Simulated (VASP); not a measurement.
Input of a VASP 6.6.1 run:

INCAR

```
ALGO     = Normal         # electronic algorithm
EDIFF    = 1E-6           # SCF threshold, eV
ENCUT    = 500            # plane-wave cutoff, eV
GGA      = PE             # functional
GGA_COMPAT= F            
ISIF     = 2              # what is computed and relaxed
ISMEAR   = -1             # smearing method
LASPH    = T              # aspherical terms in the spheres
LCHARG   = F              # write CHGCAR
LREAL    = F              # projectors in reciprocal space
LWAVE    = F              # write WAVECAR
NBANDS   = 20             # bands
NELM     = 120            # most SCF steps
PREC     = Accurate       # precision mode
SIGMA    = 0.04           # smearing width, eV
```

KPOINTS

```
k-points
0
Gamma
  4 4 2
```

File POSCAR:

```
SnSe2
1.0
    3.8110000000      0.0000000000      0.0000000000
   -1.9055000000      3.3004228138      0.0000000000
    0.0000000000      0.0000000000      6.1360000000
Sn Se
1 2
Direct
    0.0000000000      0.0000000000      0.0000000000
    0.6666666667      0.3333333333      0.7510000000
    0.3333333333      0.6666666667      0.2490000000
```

Potentials or basis: VASP PAW PBE potentials, release 64 (Sn_d, Se).

The run is started by

```console
$ cat potpaw_PBE.64/Sn_d/POTCAR potpaw_PBE.64/Se/POTCAR > POTCAR
$ mpirun -np 1 vasp_std > vasp.out
```

(1) Estimate the largest force.

(2) Estimate the pressure.

(3) Predict the band gap on the k mesh.

## Answers

(1) 0.759 eV/Å.

(2) 6.0 GPa.

(3) 0.87 eV, indirect (least direct gap 1.09 eV).

Caveat: the k points lie up to 0.51 Å⁻¹ apart; spin-orbit coupling is left out, which moves the levels of the heavy elements; this functional lacks dispersion, which binds the layers, so the pressure and a relaxed spacing across them are unreliable.
